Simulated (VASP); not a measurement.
Set up this calculation in VASP 6.6.1, as the native input.

| Property | Result |
| --- | --- |
| Task | single point |
| Functional | PBE |
| Dispersion | D3(BJ) |
| Potentials or basis | VASP PAW PBE potentials, release 64 (Ta_pv) |
| Cutoff | 520 eV |
| k mesh | 4 × 4 × 1 |
| Occupations | gaussian, width 0.1 eV |
| Spin | no spin polarisation |
| Dipole correction | yes |
| Further INCAR settings | ALGO = Normal; EDIFF = 1e-06; NBANDS = 78 |

The structure of Ta lies in POSCAR:

```
Ta
1.0
    5.6896945745      0.0000000000      0.0000000000
   -1.8965648582      5.3642954887      0.0000000000
    0.0000000000      0.0000000000     24.1405161666
Ta
12
Direct
    0.2500000000      0.2500000000      0.3313930798
    0.2500000000      0.7500000000      0.3313930798
    0.7500000000      0.2500000000      0.3313930798
    0.7500000000      0.7500000000      0.3313930798
    0.4999650323      0.5000449176      0.4246473017
    0.5029375470      0.0009004940      0.4246826587
   -0.0009211111      0.4970661318      0.4246836592
    0.0016265806     -0.0016035117      0.4253849484
    0.7364839781      0.7335649865      0.5214708963
    0.7637015490      0.2362705804      0.5238504733
    0.2434277521      0.7565883123      0.5198895383
    0.2665034886      0.2635152867      0.5214712078
```

The input as run:

INCAR

```
  PREC = Accurate
  ENCUT = 520
  EDIFF = 1E-6
  ISMEAR = 0
  SIGMA = 0.1
  LREAL = False
  LASPH = True
  NELM = 100
  ALGO = Normal
  ISIF = 2
  LWAVE = False
  LCHARG = False
  LDIPOL = True
  IDIPOL = 3
  DIPOL = 0.5 0.5 0.426
  GGA = PE
  IVDW = 12
  NBANDS = 78
```

KPOINTS

```
Automatic mesh
0
Gamma
  4 4 1
```

Potentials or basis: VASP PAW PBE potentials, release 64 (Ta_pv).

Command:

```console
$ cat potpaw_PBE.64/Ta_pv/POTCAR > POTCAR
$ mpirun -np 1 vasp_std > vasp.out
```

Results of the run:

```
Largest force              : 0.987 eV/Å
Band gap on the k mesh     : zero (band 66 reaches -1.01 eV, above the bottom of band 67 at -1.94 eV)
Dispersion energy per atom : -0.425 eV
```

Caveat: spin-orbit coupling is left out, which moves the levels of the heavy elements.

Run time: 18 min on 1 thread of Intel(R) Xeon(R) 6975P-C (Granite Rapids) (shared host), peak memory 0.88 GiB.
